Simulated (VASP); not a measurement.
# Zr (P6_3/mmc) in VASP: further runs

Zr is run at these levels: PBE, PBEsol; tasks: single point.

Everything below comes from runs of VASP 6.6.1. Logs are shortened: lines on timing, memory, paths and dates and some standing lists are left out, and cuts for length are marked.

### Step 1. The cell of the first run

Symmetry: P6_3/mmc, No. 194, hexagonal system. Conventional cell: a = 3.239 Å, b = 3.239 Å, c = 5.172 Å, α = 90.00°, β = 90.00°, γ = 120.00°. Zr (site symmetry -6m2) has 12 Zr at 3.19 to 3.24 Å within 4.2 Å.

### Step 2. Single point, PBE

Contents of INCAR:

```
SYSTEM = Zr
ALGO = Normal
EDIFF = 1E-6
ENCUT = 500
GGA = PE
GGA_COMPAT = .FALSE.
ISIF = 2
ISMEAR = 0
ISYM = 0
LASPH = .TRUE.
LCHARG = .FALSE.
LREAL = .FALSE.
LWAVE = .FALSE.
NBANDS = 19
NELM = 120
PREC = Accurate
SIGMA = 0.1
```

Contents of KPOINTS:

```
k-points
0
G
  4 7 1
  0 0 0
```

Contents of POSCAR:

```
Zr
1.0
    3.2392314131      0.0000000000      0.0000000000
   -1.6196157065      2.8052566925      0.0000000000
    0.0000000000      0.0000000000      5.1722200000
Zr
2
Direct
    0.3333333333      0.6666666667      0.2500000000
    0.6666666667      0.3333333333      0.7500000000
```

Potentials or basis: VASP PAW PBE potentials, release 64 (Zr_sv).

Launch:

```bash
$ cat potpaw_PBE.64/Zr_sv/POTCAR > POTCAR
$ mpirun -np 1 vasp_std > vasp.out
```

OUTCAR:

```text
SYSTEM = Zr
   EDIFF = 1E-6
   ENCUT = 500
   GGA = PE
   ISIF = 2
   ISMEAR = 0
   ISYM = 0
   LASPH = .TRUE.
   LREAL = .FALSE.
   NELM = 120
   PREC = Accurate

 ion  position               nearest neighbor table
   1  0.333  0.667  0.250-   2 3.19   2 3.19   2 3.19   2 3.19   2 3.19   2 3.19
   2  0.667  0.333  0.750-   1 3.19   1 3.19   1 3.19   1 3.19   1 3.19   1 3.19

IMPORTANT INFORMATION: All symmetrisations will be switched off!
NOSYMM: (Re-)initialisation of all symmetry stuff for point group C_1.

----------------------------------------------------------------------------------------

                                     Primitive cell

  volume of cell :      46.9993

  direct lattice vectors                    reciprocal lattice vectors
     3.239231413  0.000000000  0.000000000     0.308715208  0.178236809  0.000000000
    -1.619615707  2.805256692  0.000000000     0.000000000  0.356473617  0.000000000
     0.000000000  0.000000000  5.172220000     0.000000000  0.000000000  0.193340577

  length of vectors
     3.239231413  3.239231413  5.172220000     0.356473617  0.356473617  0.193340577

  position of ions in fractional coordinates (direct lattice)
     0.333333333  0.666666667  0.250000000
     0.666666667  0.333333333  0.750000000

  ion indices of the primitive-cell ions
   primitive index   ion index
                 1           1
                 2           2

----------------------------------------------------------------------------------------

 KPOINTS: k-points

Automatic generation of k-mesh.
 Grid dimensions read from file:
 generate k-points for:    4    7    1

 Generating k-lattice:

  Cartesian coordinates                     Fractional coordinates (reciprocal lattice)
     0.077178802  0.044559202  0.000000000     0.250000000  0.000000000  0.000000000
     0.000000000  0.050924802  0.000000000     0.000000000  0.142857143  0.000000000
     0.000000000  0.000000000  0.193340577     0.000000000  0.000000000  1.000000000

  Length of vectors
     0.089118404  0.050924802  0.193340577

  Shift w.r.t. Gamma in fractional coordinates (k-lattice)
     0.000000000  0.000000000  0.000000000

 -----------------------------------------------------------------------------
|                                                                             |
|           W    W    AA    RRRRR   N    N  II  N    N   GGGG   !!!           |
|           W    W   A  A   R    R  NN   N  II  NN   N  G    G  !!!           |
|           W    W  A    A  R    R  N N  N  II  N N  N  G       !!!           |
|           W WW W  AAAAAA  RRRRR   N  N N  II  N  N N  G  GGG   !            |
|           WW  WW  A    A  R   R   N   NN  II  N   NN  G    G                |
|           W    W  A    A  R    R  N    N  II  N    N   GGGG   !!!           |
|                                                                             |
|     Your reciprocal lattice and k-lattice belong to different lattice       |
|     classes:                                                                |
|                                                                             |
|        The reciprocal lattice is hexagonal,                                 |
|        whereas your k-lattice is simple monoclinic.                         |
|                                                                             |
|     Results are often still useful ...                                      |
|                                                                             |
 -----------------------------------------------------------------------------

 WARNING: IBZKPT: internal override: KBLOWUP is changed to .FALSE.
      ... skipping the blow-up phase ...

 Subroutine IBZKPT returns following result:
 ===========================================

 Found     15 irreducible k-points:

 Following reciprocal coordinates:
            Coordinates               Weight
  0.000000  0.000000  0.000000      1.000000
  0.250000  0.000000  0.000000      2.000000
  0.500000  0.000000  0.000000      1.000000
  0.000000  0.142857  0.000000      2.000000
  0.250000  0.142857  0.000000      2.000000
  0.500000  0.142857  0.000000      2.000000
 -0.250000  0.142857  0.000000      2.000000
  0.000000  0.285714  0.000000      2.000000
  0.250000  0.285714  0.000000      2.000000
  0.500000  0.285714  0.000000      2.000000
 -0.250000  0.285714  0.000000      2.000000
  0.000000  0.428571  0.000000      2.000000
  0.250000  0.428571  0.000000      2.000000
  0.500000  0.428571  0.000000      2.000000
 -0.250000  0.428571  0.000000      2.000000
   k-points           NKPTS =     15   k-points in BZ     NKDIM =     15   number of bands    NBANDS=     19
   number of dos      NEDOS =    301   number of ions     NIONS =      2
   total plane-waves  NPLWV =  23040
   dimension x,y,z NGX =    24 NGY =   24 NGZ =   40
   dimension x,y,z NGXF=    48 NGYF=   48 NGZF=   80
   ions per type =               2
   NGX,Y,Z   is equivalent  to a cutoff of  12.32, 12.32, 12.86 a.u.
   NGXF,Y,Z  is equivalent  to a cutoff of  24.63, 24.63, 25.71 a.u.
 SYSTEM =  Zr
   PREC   = accura    normal or accurate (medium, high low for compatibility)
   ISTART =      0    job   : 0-new  1-cont  2-samecut
   ICHARG =      2    charge: 1-file 2-atom 10-const
   ISPIN  =      1    spin polarized calculation?
   LNONCOLLINEAR =      F non collinear calculations
   LSORBIT =      F    spin-orbit coupling
   LASPH  =      T    aspherical Exc in radial PAW
   ENCUT  =  500.0 eV  36.75 Ry    6.06 a.u.   5.91  5.91  9.43*2*pi/ulx,y,z
   NELM   =    120;   NELMIN=  2; NELMDL= -5     # of ELM steps
   EDIFF  = 0.1E-05   stopping-criterion for ELM
   LREAL  =      F    real-space projection
   EDIFFG = 0.1E-04   stopping-criterion for IOM
   NSW    =      0    number of steps for IOM
   IBRION =     -1    ionic relax: 0-MD 1-quasi-New 2-CG
   NFREE  =      0    steps in history (QN), initial steepest desc. (CG)
   ISIF   =      2    stress and relaxation
   ISYM   =      0    0-nonsym 1-usesym 2-fastsym
   POTIM  = 0.5000    time-step for ionic-motion
   TEBEG  =    0.0;   TEEND  =   0.0 temperature during run
   PSTRESS=    0.0 pullay stress
   NELECT =      24.0000    total number of electrons
   NUPDOWN=      -1.0000    fix difference up-down
   EMIN   =  10.00;   EMAX   =-10.00  energy-range for DOS
   EFERMI =   0.00;   METHOD = LEGACY
   ISMEAR =     0;   SIGMA  =   0.10  broadening in eV -4-tet -1-fermi 0-gaus
   EFERMI_NEDOS =   21; number of points for ismear=-14 and -15
   IALGO  =     38    algorithm
   IMIX   =      4    mixing-type and parameters
     AMIX     =   0.40;   BMIX     =  1.00
     AMIX_MAG =   1.60;   BMIX_MAG =  1.00
  volume/ion in A,a.u.               =      23.50       158.58
  Fermi-wavevector in a.u.,A,eV,Ry     =   1.308523  2.472750 23.296340  1.712233
  Thomas-Fermi vector in A             =   2.439184
   LORBIT       =      0    0 simple, 1 ext, 2 COOP (PROOUT), +10 PAW based schemes
   GGA     = PE    functional components
   LHFCALC =     F    Hartree Fock is set to
   AEXX    =    0.0000 exact exchange contribution
   IVDW    =     0    specifies the selected vdW correction
   LEPSILON=     F    determine dielectric tensor
   LRPA    =     F    only Hartree local field effects (RPA)
 non-spin polarized calculation
 Gauss-broadening in eV      SIGMA  =   0.10
  energy-cutoff  :      500.00
  volume of cell :       47.00
 maximum number of plane-waves:      1208
   NGX = 11   NGY = 11   NGZ = 19

 number of electron      24.0000001 magnetization

 Free energy of the ion-electron system (eV)
  ---------------------------------------------------
  ext. energy  EPLUGINS =         0.00000000
  ---------------------------------------------------
  free energy    TOTEN  =       -17.34918966 eV

  energy without entropy =      -17.33193545  energy(sigma->0) =      -17.34056256

 E-fermi :   9.0160     XC(G=0): -11.0500

 val. band max:        9.0079724637   @ k =   0.2500   0.4286   0.0000
 cond. band min:       9.0199736402   @ k =   0.5000   0.2857   0.0000
 fundamental gap:      0.0120011765
 Fermi energy:         9.0160092433

 k-point     1 :       0.0000    0.0000    0.0000
  band No.  band energies     occupation
      1     -40.0293      2.00000
      2     -39.8826      2.00000
      3     -18.5405      2.00000
      4     -17.6879      2.00000
      5     -17.6687      2.00000
      6     -17.5733      2.00000
[... 11 lines left out ...]
     18      10.9942      0.00000
     19      13.2388      0.00000

 k-point     2 :       0.2500    0.0000    0.0000
  band No.  band energies     occupation
      1     -39.9704      2.00000
      2     -39.8609      2.00000
      3     -18.3731      2.00000
      4     -18.0098      2.00000
      5     -17.8729      2.00000
      6     -17.7899      2.00000
[... 11 lines left out ...]
     18      11.8171      0.00000
     19      13.8252      0.00000

 k-point     3 :       0.5000    0.0000    0.0000
  band No.  band energies     occupation
      1     -39.8990      2.00000
      2     -39.8510      2.00000
      3     -18.3441      2.00000
      4     -18.1804      2.00000
      5     -18.1244      2.00000
      6     -17.8866      2.00000
[... 11 lines left out ...]
     18      14.1014      0.00000
     19      14.9324      0.00000

 k-point     4 :       0.0000    0.1429    0.0000
  band No.  band energies     occupation
      1     -40.0078      2.00000
      2     -39.8738      2.00000
      3     -18.4817      2.00000
      4     -17.8151      2.00000
      5     -17.7103      2.00000
      6     -17.6827      2.00000
[... 209 lines left out ...]
     18      13.5617      0.00000
     19      15.2100      0.00000

 k-point    14 :       0.5000    0.4286    0.0000
  band No.  band energies     occupation
      1     -39.8990      2.00000
      2     -39.8509      2.00000
      3     -18.3310      2.00000
      4     -18.1687      2.00000
      5     -18.1250      2.00000
      6     -17.8984      2.00000
[... 11 lines left out ...]
     18      13.9808      0.00000
     19      14.6910      0.00000

 k-point    15 :      -0.2500    0.4286    0.0000
  band No.  band energies     occupation
      1     -39.9210      2.00000
      2     -39.8507      2.00000
      3     -18.2109      2.00000
      4     -18.1701      2.00000
      5     -18.1106      2.00000
      6     -17.8674      2.00000
[... 11 lines left out ...]
     18      13.7039      0.00000
     19      13.8174      0.00000

------------------------ aborting loop because EDIFF is reached ----------------------------------------

  FORCE on cell =-STRESS in cart. coord.  units (eV):
  Direction    XX          YY          ZZ          XY          YZ          ZX
  --------------------------------------------------------------------------------------
  -------------------------------------------------------------------------------------
  Total        3.1284906      3.3029792     -6.2838380     -0.0031372     -0.0000023     -0.0000045
  in kB      106.6482806    112.5964883   -214.2120963     -0.1069458     -0.0000773     -0.0001530
  external PRESSURE =       1.6775576 kB  Pullay stress =       0.0000000 kB

 VOLUME and BASIS-vectors are now :
 -----------------------------------------------------------------------------
  energy-cutoff  :      500.00
  volume of cell :       47.00
      direct lattice vectors                 reciprocal lattice vectors
     3.239231413  0.000000000  0.000000000     0.308715208  0.178236809  0.000000000
    -1.619615707  2.805256692  0.000000000     0.000000000  0.356473617  0.000000000
     0.000000000  0.000000000  5.172220000     0.000000000  0.000000000  0.193340577

 POSITION                                       TOTAL-FORCE (eV/Angst)
 -----------------------------------------------------------------------------------
     -0.00000      1.87017      1.29306        -0.004517      0.077250      0.000006
      1.61962      0.93509      3.87917         0.004517     -0.077250     -0.000006
 -----------------------------------------------------------------------------------
    total drift:                               -0.000004      0.000022      0.000007

  FREE ENERGIE OF THE ION-ELECTRON SYSTEM (eV)
  ---------------------------------------------------
  free  energy   TOTEN  =       -17.3491896600 eV

  energy  without entropy=      -17.3319354549  energy(sigma->0) =      -17.34056256
```

It took 4.8 s on 1 thread of Intel Xeon 6975P-C (Granite Rapids), shared host; peak memory 0.15 GiB.

What came out:

* Free energy: -17.3492 eV
* Pressure: 0.2 GPa
* Largest force: 0.077 eV/Å
* Band gap on the k mesh: zero (band 12 reaches 9.74 eV, above the bottom of band 13 at 8.98 eV)

Forces on the atoms (eV/Å):
```
Zr  -0.005  0.077  0.000
Zr   0.005 -0.077  0.000
```

Levels at points of the mesh, in eV from the Fermi level:
```tsv
k point	band 8	band 9	band 10	band 11	band 12	band 13	band 14	band 15	band 16	band 17
(0.00, 0.00, 0.00)	-26.55	-5.76	-3.16	0.72	0.72	0.82	1.00	1.40	1.40	1.97
(0.50, 0.00, 0.00)	-26.67	-2.67	-2.65	-2.24	-0.36	0.40	0.60	1.28	4.69	5.05
```

Caveat: the k points lie up to 1.21 Å⁻¹ apart.

(Continued in part 2 of 2.)
